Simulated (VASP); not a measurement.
# BiS (Pm-3m) in VASP: notebook, part 3 of 3

VASP 6.6.1. Earlier steps stand in the parts before.

### Step 5. Single point, PBE

Contents of INCAR:

```
SYSTEM = BiS
ALGO = Normal
EDIFF = 1E-6
ENCUT = 520
GGA = PE
ISIF = 2
ISMEAR = 0
LASPH = .True.
LCHARG = .False.
LREAL = .False.
LWAVE = .False.
NBANDS = 18
NELM = 80
PREC = Accurate
SIGMA = 0.1
```

Contents of KPOINTS:

```
k-points
0
Gamma
  16 16 16
  0 0 0
```

Contents of POSCAR:

```
BiS
1.0
    3.5826144527      0.0000000000      0.0000000000
    0.0000000000      3.5826144527      0.0000000000
    0.0000000000      0.0000000000      3.5826144527
Bi S
1 1
Direct
    0.5000000000      0.5000000000      0.5000000000
    0.0000000000      0.0000000000      0.0000000000
```

Potentials or basis: VASP PAW PBE potentials, release 64 (Bi_d, S).

Run with:

```sh
> cat potpaw_PBE.64/Bi_d/POTCAR potpaw_PBE.64/S/POTCAR > POTCAR
> mpirun -np 1 vasp_std > vasp.out
```

OUTCAR:

```text
SYSTEM = BiS
   EDIFF = 1E-6
   ENCUT = 520
   GGA = PE
   ISIF = 2
   ISMEAR = 0
   LASPH = .True.
   LREAL = .False.
   NELM = 80
   PREC = Accurate

 ion  position               nearest neighbor table
   1  0.500  0.500  0.500-   2 3.10   2 3.10   2 3.10   2 3.10   2 3.10   2 3.10   2 3.10   2 3.10

   2  0.000  0.000  0.000-   1 3.10   1 3.10   1 3.10   1 3.10   1 3.10   1 3.10   1 3.10   1 3.10

  LATTYP: Found a simple cubic cell.
 ALAT       =     3.5826144527

  Lattice vectors:

[... 692 lines left out ...]
------------------------ aborting loop because EDIFF is reached ----------------------------------------

  FORCE on cell =-STRESS in cart. coord.  units (eV):
  Direction    XX          YY          ZZ          XY          YZ          ZX
  --------------------------------------------------------------------------------------
  -------------------------------------------------------------------------------------
  Total       -0.0128588     -0.0128588     -0.0128588     -0.0000000      0.0000000      0.0000000
  in kB       -0.4480343     -0.4480343     -0.4480343     -0.0000000      0.0000000      0.0000000
  external PRESSURE =      -0.4480343 kB  Pullay stress =       0.0000000 kB

 VOLUME and BASIS-vectors are now :
 -----------------------------------------------------------------------------
  energy-cutoff  :      520.00
  volume of cell :       45.98
      direct lattice vectors                 reciprocal lattice vectors
     3.582614453  0.000000000  0.000000000     0.279125765  0.000000000  0.000000000
     0.000000000  3.582614453  0.000000000     0.000000000  0.279125765  0.000000000
     0.000000000  0.000000000  3.582614453     0.000000000  0.000000000  0.279125765

 POSITION                                       TOTAL-FORCE (eV/Angst)
 -----------------------------------------------------------------------------------
      1.79131      1.79131      1.79131         0.000000      0.000000      0.000000
      0.00000      0.00000      0.00000         0.000000      0.000000      0.000000
 -----------------------------------------------------------------------------------
    total drift:                                0.000000      0.000000      0.000000

  FREE ENERGIE OF THE ION-ELECTRON SYSTEM (eV)
  ---------------------------------------------------
  free  energy   TOTEN  =        -7.9570902461 eV

  energy  without entropy=       -7.9518480184  energy(sigma->0) =       -7.95446913
```

OSZICAR:

```text
N       E                     dE             d eps       ncg     rms          rms(c)
DAV:   1     0.164079132436E+03    0.16408E+03   -0.10523E+04  5966   0.127E+03
DAV:   2     0.478313321878E+01   -0.15930E+03   -0.15434E+03  6260   0.342E+02
DAV:   3    -0.807864675509E+01   -0.12862E+02   -0.12700E+02  7512   0.937E+01
DAV:   4    -0.840492011368E+01   -0.32627E+00   -0.32535E+00  7644   0.151E+01
DAV:   5    -0.841336082720E+01   -0.84407E-02   -0.84398E-02  8228   0.240E+00    0.553E+00
DAV:   6    -0.795894509223E+01    0.45442E+00   -0.14280E+00  8316   0.633E+00    0.366E+00
DAV:   7    -0.796012230775E+01   -0.11772E-02   -0.11883E-01  6766   0.169E+00    0.188E+00
DAV:   8    -0.795754550655E+01    0.25768E-02   -0.14429E-02  6718   0.873E-01    0.137E-01
DAV:   9    -0.795704496912E+01    0.50054E-03   -0.28057E-03  8328   0.275E-01    0.948E-02
DAV:  10    -0.795709415721E+01   -0.49188E-04   -0.21713E-04  6602   0.803E-02    0.604E-02
DAV:  11    -0.795709048718E+01    0.36700E-05   -0.22311E-05  7324   0.381E-02    0.128E-02
DAV:  12    -0.795709024607E+01    0.24111E-06   -0.49418E-07  5262   0.448E-03
   1 F= -.79570902E+01 E0= -.79544691E+01  d E =-.524223E-02
```

It took 49 s on 1 thread of Intel Xeon 6975P-C (Granite Rapids), shared host; peak memory 0.25 GiB.

Results:

```
Free energy            : -7.9571 eV
Pressure               : 0.0 GPa
Band gap on the k mesh : zero (an odd number of electrons rules out a gap without spin polarisation)
```

Caveat: spin-orbit coupling is left out, which moves the levels of the heavy elements.

### Step 6. Relaxation of cell and atoms, PBE

Contents of INCAR:

```
SYSTEM = BiS
PREC = Accurate
ENCUT = 600
EDIFF = 1E-6
ISMEAR = 0
SIGMA = 0.1
LREAL = .FALSE.
LASPH = .TRUE.
NELM = 100
ALGO = Normal
ISIF = 3
LWAVE = .FALSE.
LCHARG = .FALSE.
GGA = PE
IBRION = 2
NSW = 100
EDIFFG = -0.01
```

Contents of KPOINTS:

```
regular mesh
0
G
  16 16 16
  0 0 0
```

Contents of POSCAR:

```
BiS
1.0
    3.5840968716      0.0000000000      0.0000000000
    0.0000000000      3.5840968716      0.0000000000
    0.0000000000      0.0000000000      3.5840968716
Bi S
1 1
Direct
    0.5000000000      0.5000000000      0.5000000000
    0.0000000000      0.0000000000      0.0000000000
```

Potentials or basis: VASP PAW PBE potentials, release 64 (Bi_d, S).

Run with:

```sh
> cat potpaw_PBE.64/Bi_d/POTCAR potpaw_PBE.64/S/POTCAR > POTCAR
> mpirun -np 1 vasp_std > vasp.out
```

OUTCAR:

```text
SYSTEM = BiS
   PREC = Accurate
   ENCUT = 600
   EDIFF = 1E-6
   ISMEAR = 0
   LREAL = .FALSE.
   LASPH = .TRUE.
   NELM = 100
   ISIF = 3
   GGA = PE
   IBRION = 2
   NSW = 100
   EDIFFG = -0.01

 ion  position               nearest neighbor table
   1  0.500  0.500  0.500-   2 3.10   2 3.10   2 3.10   2 3.10   2 3.10   2 3.10   2 3.10   2 3.10

   2  0.000  0.000  0.000-   1 3.10   1 3.10   1 3.10   1 3.10   1 3.10   1 3.10   1 3.10   1 3.10

  LATTYP: Found a simple cubic cell.
 ALAT       =     3.5840968716

  Lattice vectors:

 A1 = (   3.5840968716,   0.0000000000,   0.0000000000)
 A2 = (   0.0000000000,   3.5840968716,   0.0000000000)
 A3 = (   0.0000000000,   0.0000000000,   3.5840968716)

Analysis of symmetry for initial positions (statically):
=====================================================================
 Subroutine PRICEL returns:
 Original cell was already a primitive cell.

 Routine SETGRP: Setting up the symmetry group for a
 simple cubic supercell.

 Subroutine GETGRP returns: Found 48 space group operations
 (whereof 48 operations were pure point group operations)
 out of a pool of 48 trial point group operations.

The static configuration has the point symmetry O_h .

Analysis of symmetry for dynamics (positions and initial velocities):
=====================================================================
 Subroutine PRICEL returns:
 Original cell was already a primitive cell.

 Routine SETGRP: Setting up the symmetry group for a
 simple cubic supercell.

 Subroutine GETGRP returns: Found 48 space group operations
 (whereof 48 operations were pure point group operations)
 out of a pool of 48 trial point group operations.

The dynamic configuration has the point symmetry O_h .

 Subroutine INISYM returns: Found 48 space group operations
 (whereof 48 operations are pure point group operations),
 and found     1 'primitive' translations

----------------------------------------------------------------------------------------

                                     Primitive cell

  volume of cell :      46.0404

  direct lattice vectors                    reciprocal lattice vectors
     3.584096872  0.000000000  0.000000000     0.279010316  0.000000000  0.000000000
     0.000000000  3.584096872  0.000000000     0.000000000  0.279010316  0.000000000
     0.000000000  0.000000000  3.584096872     0.000000000  0.000000000  0.279010316

  length of vectors
     3.584096872  3.584096872  3.584096872     0.279010316  0.279010316  0.279010316

  position of ions in fractional coordinates (direct lattice)
     0.500000000  0.500000000  0.500000000
     0.000000000  0.000000000  0.000000000

  ion indices of the primitive-cell ions
   primitive index   ion index
[... 114 lines left out ...]
--------------------------------------- Ionic step        1  -------------------------------------------

 number of electron      21.0000002 magnetization

 Free energy of the ion-electron system (eV)
  ---------------------------------------------------
  ext. energy  EPLUGINS =         0.00000000
  ---------------------------------------------------
  free energy    TOTEN  =        -7.95716050 eV

  energy without entropy =       -7.95189869  energy(sigma->0) =       -7.95452960

------------------------ aborting loop because EDIFF is reached ----------------------------------------

  FORCE on cell =-STRESS in cart. coord.  units (eV):
  Direction    XX          YY          ZZ          XY          YZ          ZX
  --------------------------------------------------------------------------------------
  -------------------------------------------------------------------------------------
  Total       -0.0231070     -0.0231070     -0.0231070      0.0000000      0.0000000     -0.0000000
  in kB       -0.8041081     -0.8041081     -0.8041081      0.0000000      0.0000000     -0.0000000
  external PRESSURE =      -0.8041081 kB  Pullay stress =       0.0000000 kB

 VOLUME and BASIS-vectors are now :
 -----------------------------------------------------------------------------
  energy-cutoff  :      600.00
  volume of cell :       46.04
      direct lattice vectors                 reciprocal lattice vectors
     3.584096872  0.000000000  0.000000000     0.279010316  0.000000000  0.000000000
     0.000000000  3.584096872  0.000000000     0.000000000  0.279010316  0.000000000
     0.000000000  0.000000000  3.584096872     0.000000000  0.000000000  0.279010316

 POSITION                                       TOTAL-FORCE (eV/Angst)
 -----------------------------------------------------------------------------------
      1.79205      1.79205      1.79205         0.000000      0.000000      0.000000
      0.00000      0.00000      0.00000         0.000000      0.000000      0.000000
 -----------------------------------------------------------------------------------
    total drift:                                0.000000      0.000000      0.000000

  FREE ENERGIE OF THE ION-ELECTRON SYSTEM (eV)
  ---------------------------------------------------
  free  energy   TOTEN  =        -7.9571605039 eV

  energy  without entropy=       -7.9518986904  energy(sigma->0) =       -7.95452960

--------------------------------------- Ionic step        2  -------------------------------------------

 number of electron      21.0000002 magnetization

 Free energy of the ion-electron system (eV)
  ---------------------------------------------------
  ext. energy  EPLUGINS =         0.00000000
  ---------------------------------------------------
  free energy    TOTEN  =        -7.95716821 eV

  energy without entropy =       -7.95193348  energy(sigma->0) =       -7.95455084

 E-fermi :   8.3708     XC(G=0): -10.6599

 val. band max:        8.3692746947   @ k =   0.3125   0.1250   0.0625
 cond. band min:       8.3787677112   @ k =   0.2500   0.1875   0.0000
 fundamental gap:      0.0094930165
 Fermi energy:         8.3708459542

 k-point     1 :       0.0000    0.0000    0.0000
  band No.  band energies     occupation
      1     -15.4035      2.00000
      2     -15.4035      2.00000
      3     -15.2677      2.00000
      4     -15.2677      2.00000
      5     -15.2677      2.00000
      6      -6.9502      2.00000
      7      -0.9847      2.00000
      8       5.1643      2.00000
      9       5.1643      2.00000
     10       5.1643      2.00000
     11      12.1287      0.00000
     12      12.1287      0.00000
     13      12.7342      0.00000
     14      12.7342      0.00000
[... 377 lines left out ...]
      1     -15.3871      2.00000
      2     -15.3093      2.00000
      3     -15.3011      2.00000
      4     -15.2899      2.00000
      5     -15.2692      2.00000
      6      -4.8992      2.00000
      7      -3.7072      2.00000
      8       4.9792      2.00000
      9       5.6544      2.00000
     10       6.5905      2.00000
     11       8.0357      2.00000
     12      10.0580      0.00000
     13      10.1020      0.00000
     14      14.1868      0.00000

 [... further k-points ...]

------------------------ aborting loop because EDIFF is reached ----------------------------------------

  FORCE on cell =-STRESS in cart. coord.  units (eV):
  Direction    XX          YY          ZZ          XY          YZ          ZX
  --------------------------------------------------------------------------------------
  -------------------------------------------------------------------------------------
  Total        0.0134926      0.0134926      0.0134926      0.0000000      0.0000000     -0.0000000
  in kB        0.4703186      0.4703186      0.4703186      0.0000000      0.0000000     -0.0000000
  external PRESSURE =       0.4703186 kB  Pullay stress =       0.0000000 kB

 VOLUME and BASIS-vectors are now :
 -----------------------------------------------------------------------------
  energy-cutoff  :      600.00
  volume of cell :       45.96
      direct lattice vectors                 reciprocal lattice vectors
     3.582099200  0.000000000 -0.000000000     0.279165915 -0.000000000 -0.000000000
     0.000000000  3.582099200  0.000000000    -0.000000000  0.279165915 -0.000000000
     0.000000000  0.000000000  3.582099200     0.000000000 -0.000000000  0.279165915

 POSITION                                       TOTAL-FORCE (eV/Angst)
 -----------------------------------------------------------------------------------
      1.79105      1.79105      1.79105         0.000000      0.000000      0.000000
      0.00000      0.00000      0.00000        -0.000000     -0.000000      0.000000
 -----------------------------------------------------------------------------------
    total drift:                                0.000000      0.000000      0.000000

  FREE ENERGIE OF THE ION-ELECTRON SYSTEM (eV)
  ---------------------------------------------------
  free  energy   TOTEN  =        -7.9571682057 eV

  energy  without entropy=       -7.9519334837  energy(sigma->0) =       -7.95455084

 reached required accuracy - stopping structural energy minimisation
```

OSZICAR:

```text
N       E                     dE             d eps       ncg     rms          rms(c)
DAV:   1     0.168739822427E+03    0.16874E+03   -0.11818E+04  4620   0.181E+03
DAV:   2     0.526829146344E+01   -0.16347E+03   -0.16097E+03  4872   0.423E+02
[... 12 lines left out ...]
DAV:   1    -0.795770106464E+01   -0.54022E-03   -0.15447E-02  5700   0.207E+00    0.130E-01
DAV:   2    -0.795724888034E+01    0.45218E-03   -0.83437E-04  5652   0.493E-01    0.515E-02
DAV:   3    -0.795716257397E+01    0.86306E-04   -0.38037E-04  6332   0.315E-01    0.103E-02
DAV:   4    -0.795716587191E+01   -0.32979E-05   -0.78777E-06  4740   0.287E-02    0.506E-03
DAV:   5    -0.795716786146E+01   -0.19896E-05   -0.13191E-06  3006   0.163E-02    0.179E-03
DAV:   6    -0.795716820572E+01   -0.34426E-06   -0.24133E-07  2454   0.666E-03
   2 F= -.79571682E+01 E0= -.79545508E+01  d E =-.770184E-05
```

CONTCAR:

```text
BiS
   1.00000000000000
     3.5820992004971184    0.0000000000000000   -0.0000000000000000
     0.0000000000000000    3.5820992004971184    0.0000000000000000
     0.0000000000000000    0.0000000000000000    3.5820992004971184
  Bi              S
     1     1
Direct
     0.5000000000000000    0.5000000000000000    0.5000000000000000
     0.0000000000000000    0.0000000000000000    0.0000000000000000

  0.00000000E+00  0.00000000E+00  0.00000000E+00
  0.00000000E+00  0.00000000E+00  0.00000000E+00
```

Wall time 65 s (1 thread of Intel Xeon 6975P-C (Granite Rapids), shared host); peak memory 0.27 GiB.

Results:

```
Free energy                           : -7.9572 eV
Relaxed volume                        : 22.98 Å³/atom
Relaxed cell                          : a = 3.582 Å, b = 3.582 Å, c = 3.582 Å, α = 90.00°, β = 90.00°, γ = 90.00°
Space group after relaxing (to 0.1 Å) : Pm-3m (No. 221)
Energy gained by relaxing             : 0.0 meV/atom
Ionic steps                           : 2
Pressure after relaxing               : 0.0 GPa
Band gap on the k mesh                : zero (an odd number of electrons rules out a gap without spin polarisation)
```

Final structure:
```
Bi S
1.0
     3.58210    0.00000    0.00000
     0.00000    3.58210    0.00000
     0.00000    0.00000    3.58210
Bi S
1 1
Direct
  0.50000 0.50000 0.50000
  0.00000 0.00000 0.00000
```

Caveat: spin-orbit coupling is left out, which moves the levels of the heavy elements.

### Step 7. Overview

| task | cell | k mesh | cutoff (eV) | gap on the mesh (eV) | pressure (GPa) | relaxed volume (Å³/atom) |
| --- | --- | --- | --- | --- | --- | --- |
| single point | a = 3.584 Å, 2 atoms | 6 × 6 × 6 | 520 | none | -0.1 | - |
| relaxation of cell and atoms | relaxed from a = 4.003 Å, 2 atoms | 4 × 4 × 4 | 600 | none | 0.1 | 23.11 |
| relaxation of cell and atoms | relaxed from a = 3.584 Å, 2 atoms | 6 × 6 × 6 | 600 | none | -0.1 | - |
| single point | a = 3.583 Å, 2 atoms | 16 × 16 × 16 | 520 | none | 0.0 | - |
| relaxation of cell and atoms | relaxed from a = 3.584 Å, 2 atoms | 16 × 16 × 16 | 600 | none | 0.0 | 22.98 |

Alike in all rows: level PBE; potentials or basis VASP PAW PBE potentials, release 64 (Bi_d, S); no spin polarisation; smearing gaussian 0.1 eV.

Caveats: some runs use coarse meshes; spin-orbit coupling is left out, which moves the levels of the heavy elements; the volume moved by over 15 % at a fixed basis, so the end points are rough (at least some runs); the relaxation stopped at its first step, so nothing moved (at least some runs).

Total energies depend on the potentials used, so only differences within one code and one set of settings carry meaning.
